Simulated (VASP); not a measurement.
# Au (Cmcm) in VASP: notebook, part 2 of 2

VASP 6.6.1.

## 3. Relaxation of shape and atoms at fixed volume, PBE (volume scaled by 0.91)

INCAR

```
SYSTEM = Au
PREC = Accurate ; ENCUT = 600
EDIFF = 1E-6 ; ISMEAR = 0
SIGMA = 0.1 ; LREAL = .FALSE.
LASPH = .TRUE. ; NELM = 80
ALGO = Fast ; ISIF = 4
LWAVE = .FALSE. ; LCHARG = .FALSE.
GGA = PE ; IBRION = 2
NSW = 50 ; EDIFFG = -0.01
```

KPOINTS

```
regular mesh
0
G
  16 16 10
  0 0 0
```

POSCAR

```
Au
1.0
    1.3945031336     -2.4865858529      0.0000000000
    1.3945031336      2.4865858529      0.0000000000
    0.0000000000      0.0000000000      4.7279479836
Au
2
Direct
    0.6631799600      0.3368200400      0.2500000000
    0.3368200400      0.6631799600      0.7500000000
```

Potentials or basis: VASP PAW PBE potentials, release 64 (Au).

On the command line:

```console
$ cat potpaw_PBE.64/Au/POTCAR > POTCAR
$ mpirun -np 1 vasp_std > vasp.out
```

OUTCAR:

```text
SYSTEM = Au
   PREC = Accurate
   ENCUT = 600
   EDIFF = 1E-6
   ISMEAR = 0
   LREAL = .FALSE.
   LASPH = .TRUE.
   NELM = 80
   ISIF = 4
   GGA = PE
   IBRION = 2
   NSW = 50
   EDIFFG = -0.01

 ion  position               nearest neighbor table
   1  0.663  0.337  0.250-   2 2.87   2 2.87   2 2.88   2 2.88   2 2.88   2 2.88
   2  0.337  0.663  0.750-   1 2.87   1 2.87   1 2.88   1 2.88   1 2.88   1 2.88
[... 676 lines left out ...]

------------------------ aborting loop because EDIFF is reached ----------------------------------------

  FORCE on cell =-STRESS in cart. coord.  units (eV):
  Direction    XX          YY          ZZ          XY          YZ          ZX
  --------------------------------------------------------------------------------------
  -------------------------------------------------------------------------------------
  Total        3.4407182      3.4069073      3.4199557      0.0000000      0.0000000      0.0000000
  in kB      168.1256773    166.4735555    167.1111474      0.0000000      0.0000000      0.0000000
  external PRESSURE =     167.2367934 kB  Pullay stress =       0.0000000 kB

 VOLUME and BASIS-vectors are now :
 -----------------------------------------------------------------------------
  energy-cutoff  :      600.00
  volume of cell :       32.79
      direct lattice vectors                 reciprocal lattice vectors
     1.396638118 -2.484760064 -0.000000000     0.358002544 -0.201226673  0.000000000
     1.396638118  2.484760064  0.000000000     0.358002544  0.201226673  0.000000000
     0.000000000  0.000000000  4.724189320     0.000000000 -0.000000000  0.211676529

 POSITION                                       TOTAL-FORCE (eV/Angst)
 -----------------------------------------------------------------------------------
      1.39664     -0.81088      1.18105         0.000000     -0.002027     -0.000000
      1.39664      0.81088      3.54314         0.000000      0.002027      0.000000
 -----------------------------------------------------------------------------------
    total drift:                               -0.000000     -0.000000      0.000000

  FREE ENERGIE OF THE ION-ELECTRON SYSTEM (eV)
  ---------------------------------------------------
  free  energy   TOTEN  =        -6.2753896568 eV

  energy  without entropy=       -6.2721257277  energy(sigma->0) =       -6.27375769

 reached required accuracy - stopping structural energy minimisation
```

OSZICAR:

```text
N       E                     dE             d eps       ncg     rms          rms(c)
DAV:   1     0.135755623540E+03    0.13576E+03   -0.13190E+04 13148   0.161E+03
DAV:   2    -0.502692023866E+01   -0.14078E+03   -0.13574E+03 14015   0.312E+02
DAV:   3    -0.680795813850E+01   -0.17810E+01   -0.17720E+01 16248   0.372E+01
DAV:   4    -0.681506575196E+01   -0.71076E-02   -0.71073E-02 15289   0.236E+00
DAV:   5    -0.681512457974E+01   -0.58828E-04   -0.58827E-04 16570   0.228E-01    0.150E+01
RMM:   6    -0.632204138539E+01    0.49308E+00   -0.98828E-01 13140   0.880E+00    0.931E+00
RMM:   7    -0.628216363256E+01    0.39878E-01   -0.23729E-01 13140   0.427E+00    0.320E+00
RMM:   8    -0.627545770664E+01    0.67059E-02   -0.36230E-02 13140   0.168E+00    0.587E-01
RMM:   9    -0.627527722896E+01    0.18048E-03   -0.15155E-03 13140   0.332E-01    0.152E-01
RMM:  10    -0.627530119042E+01   -0.23961E-04   -0.22736E-04 13140   0.108E-01    0.130E-01
RMM:  11    -0.627529603492E+01    0.51555E-05   -0.47713E-05 13140   0.602E-02    0.135E-02
RMM:  12    -0.627529657893E+01   -0.54401E-06   -0.54332E-06 10436   0.184E-02
   1 F= -.62752966E+01 E0= -.62737639E+01  d E =-.627530E+01
       N       E                     dE             d eps       ncg     rms          rms(c)
DAV:   1    -0.627585629031E+01   -0.56026E-03   -0.28007E-02 15723   0.137E+00    0.109E-01
RMM:   2    -0.627552014988E+01    0.33614E-03   -0.17085E-04 13140   0.107E-01    0.549E-02
RMM:   3    -0.627538848195E+01    0.13167E-03   -0.16902E-04 13140   0.102E-01    0.125E-02
RMM:   4    -0.627538950940E+01   -0.10274E-05   -0.83152E-06 12668   0.282E-02    0.615E-03
RMM:   5    -0.627538965685E+01   -0.14745E-06   -0.98548E-07  7960   0.819E-03
   2 F= -.62753897E+01 E0= -.62737577E+01  d E =-.930779E-04
```

Wall time 5.9 min (1 thread of Oxide Virtual Turin-like, shared host); peak memory 0.32 GiB.

What came out:

```
Free energy               : -6.2754 eV
Energy gained by relaxing : 0.0 meV/atom
Ionic steps               : 2
Pressure after relaxing   : 16.7 GPa
Band gap on the k mesh    : zero (band 11 reaches 14.24 eV, above the bottom of band 12 at 7.44 eV)
```

Forces in eV/Å, atoms in the order of the input:
```
Au   0.000 -0.002  0.000
Au   0.000  0.002  0.000
```

Final structure:
```
Au
1.0
     1.39664   -2.48476    0.00000
     1.39664    2.48476    0.00000
     0.00000    0.00000    4.72419
Au
2
Cartesian
  1.3966 -0.8109 1.1810
  1.3966 0.8109 3.5431
```

Levels at points of the mesh, in eV from the Fermi level:
```
           k point  band 8  band 9  band 10  band 11  band 12  band 13  band 14  band 15
(0.00, 0.00, 0.00)   -3.82   -3.62    -2.25    -2.19    -1.27     2.99    14.49    15.86
(0.50, 0.00, 0.00)   -1.96   -1.88    -1.70     0.42     1.81     6.00     7.50     7.88
(0.50, 0.50, 0.00)   -1.96   -1.92    -1.73     0.34     1.45     5.85     7.46     7.52
(0.00, 0.00, 0.50)   -4.66   -2.78    -2.78    -2.65    -2.65    11.07    11.07    14.87
(0.50, 0.00, 0.50)   -2.53   -1.76    -1.76     0.51     0.51     4.31     4.31    13.59
(0.50, 0.50, 0.50)   -2.43   -1.82    -1.82     0.18     0.18     4.03     4.03    13.26
```

Caveat: spin-orbit coupling is left out, which moves the levels of the heavy elements.
